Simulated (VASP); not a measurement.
# LiTl2B6 (Fm-3m) in VASP: relaxation of cell and atoms with PBE

Aim: the relaxation of cell and atoms of LiTl2B6 with PBE.

All numbers are computed with VASP 6.6.1; they aren't measurements. Logs are shortened: lines on timing, memory, paths and dates and some standing lists are left out, and cuts for length are marked.

**1. The cell of the first run**

It takes space group Fm-3m (No. 225, cubic). Conventional cell: a = 7.851 Å, b = 7.851 Å, c = 7.851 Å, α = 90.00°, β = 90.00°, γ = 90.00°. Within 2.1 Å of Li (site symmetry m-3m) lie 6 B at 1.59 Å. Within 3.7 Å of Tl (site symmetry -43m) lie 12 B at 2.80 Å and 4 Li at 3.40 Å. Within 2.1 Å of B (site symmetry 4mm) lie 1 Li at 1.59 Å.

The cell was built from a structure type or drawn by symmetry, and may not be a known phase.

**2. Relaxation of cell and atoms, PBE**

The input, INCAR:

```
SYSTEM = LiTl2B6
PREC = Accurate ; ENCUT = 600
EDIFF = 1E-6 ; ISMEAR = 0
SIGMA = 0.1 ; LREAL = .False.
LASPH = .True. ; NELM = 100
ALGO = Normal ; ISIF = 3
LWAVE = .False. ; LCHARG = .False.
GGA = PE ; IBRION = 2
NSW = 90 ; EDIFFG = -0.04
```

The input, KPOINTS:

```
Automatic mesh
0
Gamma
  4 4 4
  0 0 0
```

The input, POSCAR:

```
LiTl2B6
1.0
    0.0000000000      3.9256926100      3.9256926100
    3.9256926100      0.0000000000      3.9256926100
    3.9256926100      3.9256926100      0.0000000000
Li Tl B
1 2 6
Direct
    0.0000000000      0.0000000000      0.0000000000
    0.7500000000      0.7500000000      0.7500000000
    0.2500000000      0.2500000000      0.2500000000
    0.7978621700      0.7978621700      0.2021378300
    0.2021378300      0.7978621700      0.2021378300
    0.7978621700      0.2021378300      0.2021378300
    0.2021378300      0.2021378300      0.7978621700
    0.7978621700      0.2021378300      0.7978621700
    0.2021378300      0.7978621700      0.7978621700
```

Potentials or basis: VASP PAW PBE potentials, release 64 (Li_sv, Tl_d, B).

Command:

```sh
cat potpaw_PBE.64/Li_sv/POTCAR potpaw_PBE.64/Tl_d/POTCAR potpaw_PBE.64/B/POTCAR > POTCAR
mpirun -np 1 vasp_std > vasp.out
```

OUTCAR:

```text
SYSTEM = LiTl2B6
   PREC = Accurate
   ENCUT = 600
   EDIFF = 1E-6
   ISMEAR = 0
   LREAL = .False.
   LASPH = .True.
   NELM = 100
   ISIF = 3
   GGA = PE
   IBRION = 2
   NSW = 90
   EDIFFG = -0.04

 ion  position               nearest neighbor table
   1  0.000  0.000  0.000-   4 1.59   5 1.59   6 1.59   7 1.59   8 1.59   9 1.59
   2  0.750  0.750  0.750-   4 2.80   8 2.80   9 2.80   4 2.80   5 2.80   6 2.80   6 2.80   7 2.80
                             8 2.80   5 2.80   7 2.80   9 2.80   3 3.93   3 3.93   3 3.93   3 3.93
   3  0.250  0.250  0.250-   4 2.80   6 2.80   8 2.80   4 2.80   5 2.80   9 2.80   7 2.80   8 2.80
                             9 2.80   5 2.80   6 2.80   7 2.80   2 3.93   2 3.93   2 3.93   2 3.93
   4  0.798  0.798  0.202-   1 1.59   2 2.80   2 2.80   3 2.80   3 2.80
   5  0.202  0.798  0.202-   1 1.59   2 2.80   2 2.80   3 2.80   3 2.80
   6  0.798  0.202  0.202-   1 1.59   2 2.80   2 2.80   3 2.80   3 2.80
   7  0.202  0.202  0.798-   1 1.59   2 2.80   2 2.80   3 2.80   3 2.80
   8  0.798  0.202  0.798-   1 1.59   2 2.80   2 2.80   3 2.80   3 2.80
   9  0.202  0.798  0.798-   1 1.59   2 2.80   2 2.80   3 2.80   3 2.80

  LATTYP: Found a face centered cubic cell.
 ALAT       =     7.8513852200

  Lattice vectors:

 A1 = (   0.0000000000,   3.9256926100,   3.9256926100)
 A2 = (   3.9256926100,   0.0000000000,   3.9256926100)
 A3 = (   3.9256926100,   3.9256926100,   0.0000000000)

Analysis of symmetry for initial positions (statically):
=====================================================================
 Subroutine PRICEL returns:
 Original cell was already a primitive cell.

 Routine SETGRP: Setting up the symmetry group for a
 face centered cubic supercell.

 Subroutine GETGRP returns: Found 48 space group operations
 (whereof 48 operations were pure point group operations)
 out of a pool of 48 trial point group operations.

The static configuration has the point symmetry O_h .

Analysis of symmetry for dynamics (positions and initial velocities):
=====================================================================
 Subroutine PRICEL returns:
 Original cell was already a primitive cell.

 Routine SETGRP: Setting up the symmetry group for a
 face centered cubic supercell.

 Subroutine GETGRP returns: Found 48 space group operations
 (whereof 48 operations were pure point group operations)
 out of a pool of 48 trial point group operations.

The dynamic configuration has the point symmetry O_h .

 Subroutine INISYM returns: Found 48 space group operations
 (whereof 48 operations are pure point group operations),
 and found     1 'primitive' translations

----------------------------------------------------------------------------------------

[... 88 lines left out ...]
   NELM   =    100;   NELMIN=  2; NELMDL= -5     # of ELM steps
   EDIFF  = 0.1E-05   stopping-criterion for ELM
   LREAL  =      F    real-space projection
   EDIFFG = -.4E-01   stopping-criterion for IOM
   NSW    =     90    number of steps for IOM
   IBRION =      2    ionic relax: 0-MD 1-quasi-New 2-CG
   NFREE  =      1    steps in history (QN), initial steepest desc. (CG)
   ISIF   =      3    stress and relaxation
   ISYM   =      2    0-nonsym 1-usesym 2-fastsym
   POTIM  = 0.5000    time-step for ionic-motion
   TEBEG  =    0.0;   TEEND  =   0.0 temperature during run
   PSTRESS=    0.0 pullay stress
   NELECT =      47.0000    total number of electrons
   NUPDOWN=      -1.0000    fix difference up-down
   EMIN   =  10.00;   EMAX   =-10.00  energy-range for DOS
   EFERMI =   0.00;   METHOD = LEGACY
   ISMEAR =     0;   SIGMA  =   0.10  broadening in eV -4-tet -1-fermi 0-gaus
   EFERMI_NEDOS =   21; number of points for ismear=-14 and -15
   IALGO  =     38    algorithm
   IMIX   =      4    mixing-type and parameters
     AMIX     =   0.40;   BMIX     =  1.00
     AMIX_MAG =   1.60;   BMIX_MAG =  1.00
  volume/ion in A,a.u.               =      13.44        90.73
  Fermi-wavevector in a.u.,A,eV,Ry     =   1.194486  2.257252 19.412758  1.426797
  Thomas-Fermi vector in A             =   2.330475
   LORBIT       =      0    0 simple, 1 ext, 2 COOP (PROOUT), +10 PAW based schemes
   GGA     = PE    functional components
   LHFCALC =     F    Hartree Fock is set to
   AEXX    =    0.0000 exact exchange contribution
   IVDW    =     0    specifies the selected vdW correction
   LEPSILON=     F    determine dielectric tensor
   LRPA    =     F    only Hartree local field effects (RPA)
 conjugate gradient relaxation of ions
 non-spin polarized calculation
 Gauss-broadening in eV      SIGMA  =   0.10
  energy-cutoff  :      600.00
  volume of cell :      121.00
 maximum number of plane-waves:      4056
 NGX is ok and might be reduce to    48
   NGX = 23   NGY = 23   NGZ = 23

--------------------------------------- Ionic step        1  -------------------------------------------

 number of electron      47.0000005 magnetization

 Free energy of the ion-electron system (eV)
  ---------------------------------------------------
  ext. energy  EPLUGINS =         0.00000000
  ---------------------------------------------------
  free energy    TOTEN  =       -22.59238847 eV

  energy without entropy =      -22.55844453  energy(sigma->0) =      -22.57541650

------------------------ aborting loop because EDIFF is reached ----------------------------------------

  FORCE on cell =-STRESS in cart. coord.  units (eV):
  Direction    XX          YY          ZZ          XY          YZ          ZX
  --------------------------------------------------------------------------------------
  -------------------------------------------------------------------------------------
  Total        8.3227871      8.3227871      8.3227871      0.0000000      0.0000000      0.0000000
  in kB      110.2047969    110.2047969    110.2047969      0.0000000      0.0000000      0.0000000
  external PRESSURE =     110.2047969 kB  Pullay stress =       0.0000000 kB
[... 878 lines left out ...]
     27       6.9069      0.00000
     28       6.9069      0.00000

[... ionic steps 4 to 38 ...]

--------------------------------------- Ionic step       39  -------------------------------------------

 number of electron      46.9999994 magnetization

------------------------ aborting loop because EDIFF is reached ----------------------------------------
[... 81 lines left out ...]
--------------------------------------- Ionic step       41  -------------------------------------------

 number of electron      46.9999994 magnetization

 Free energy of the ion-electron system (eV)
  ---------------------------------------------------
  ext. energy  EPLUGINS =         0.00000000
  ---------------------------------------------------
  free energy    TOTEN  =       -37.84437196 eV

  energy without entropy =      -37.81937613  energy(sigma->0) =      -37.83187405

 E-fermi :   3.0853     XC(G=0):  -9.2150

 val. band max:        3.0702537056   @ k =   0.5000   0.2500   0.0000
 cond. band min:       3.1882214264   @ k =   0.2500   0.2500   0.0000
 fundamental gap:      0.1179677208
 Fermi energy:         3.0853311758
[... 282 lines left out ...]
  FREE ENERGIE OF THE ION-ELECTRON SYSTEM (eV)
  ---------------------------------------------------
  free  energy   TOTEN  =       -37.8443719631 eV

  energy  without entropy=      -37.8193761284  energy(sigma->0) =      -37.83187405

 reached required accuracy - stopping structural energy minimisation
```

CONTCAR:

```text
LiTl2B6
   1.00000000000000
    -0.0000000000000000    4.2392059361067194    4.2392059361067194
     4.2392059361067194   -0.0000000000000000    4.2392059361067194
     4.2392059361067194    4.2392059361067194    0.0000000000000000
  Li              Tl              B
     1     2     6
Direct
     0.0000000000000000    0.0000000000000000    0.0000000000000000
     0.7500000000000000    0.7500000000000000    0.7500000000000000
     0.2500000000000000    0.2500000000000000    0.2500000000000000
     0.6445317157393903    0.6445317157393903    0.3554682842606092
     0.3554682842606092    0.6445317157393903    0.3554682842606092
     0.6445317157393903    0.3554682842606093    0.3554682842606093
     0.3554682842606092    0.3554682842606092    0.6445317157393903
     0.6445317157393903    0.3554682842606092    0.6445317157393903
     0.3554682842606092    0.6445317157393903    0.6445317157393903

  0.00000000E+00  0.00000000E+00  0.00000000E+00
  0.00000000E+00  0.00000000E+00  0.00000000E+00
  0.00000000E+00  0.00000000E+00  0.00000000E+00
  0.00000000E+00  0.00000000E+00  0.00000000E+00
  0.00000000E+00  0.00000000E+00  0.00000000E+00
  0.00000000E+00  0.00000000E+00  0.00000000E+00
  0.00000000E+00  0.00000000E+00  0.00000000E+00
  0.00000000E+00  0.00000000E+00  0.00000000E+00
  0.00000000E+00  0.00000000E+00  0.00000000E+00
```

Wall time 19 min (1 thread of AMD EPYC 7R13 (Zen 3), shared host); peak memory 0.35 GiB.

Results:

| Quantity | Value |
| --- | --- |
| Free energy | -37.8444 eV |
| Relaxed volume | 16.93 Å³/atom |
| Relaxed cell | a = 5.995 Å, b = 5.995 Å, c = 5.995 Å, α = 60.00°, β = 60.00°, γ = 60.00° |
| Space group after relaxing (to 0.1 Å) | Fm-3m (No. 225) |
| Pressure after relaxing | 0.0 GPa |
| Largest force after relaxing | 0.008 eV/Å |
| Band gap on the k mesh | zero (an odd number of electrons rules out a gap without spin polarisation) |

Forces in eV/Å, atoms in the order of the input:
```
Li   0.000  0.000  0.000
Tl   0.000  0.000  0.000
Tl   0.000  0.000  0.000
B    0.000  0.000  0.008
B    0.000 -0.008  0.000
B   -0.008  0.000  0.000
B    0.000  0.000 -0.008
B    0.000  0.008  0.000
B    0.008  0.000  0.000
```

Final structure:
```
Li Tl B
1.0
     0.00000    4.23921    4.23921
     4.23921    0.00000    4.23921
     4.23921    4.23921    0.00000
Li Tl B
1 2 6
Direct
  0.00000 0.00000 0.00000
  0.75000 0.75000 0.75000
  0.25000 0.25000 0.25000
  0.64453 0.64453 0.35547
  0.35547 0.64453 0.35547
  0.64453 0.35547 0.35547
  0.35547 0.35547 0.64453
  0.64453 0.35547 0.64453
  0.35547 0.64453 0.64453
```

Caveat: the cutoff is under 1.25 times the usual one of these potentials, so pressure, stress and relaxed cells hold a basis-set (Pulay) error; the volume moved by over 15 % at a fixed basis, so the end points are rough; spin-orbit coupling is left out, which moves the levels of the heavy elements.
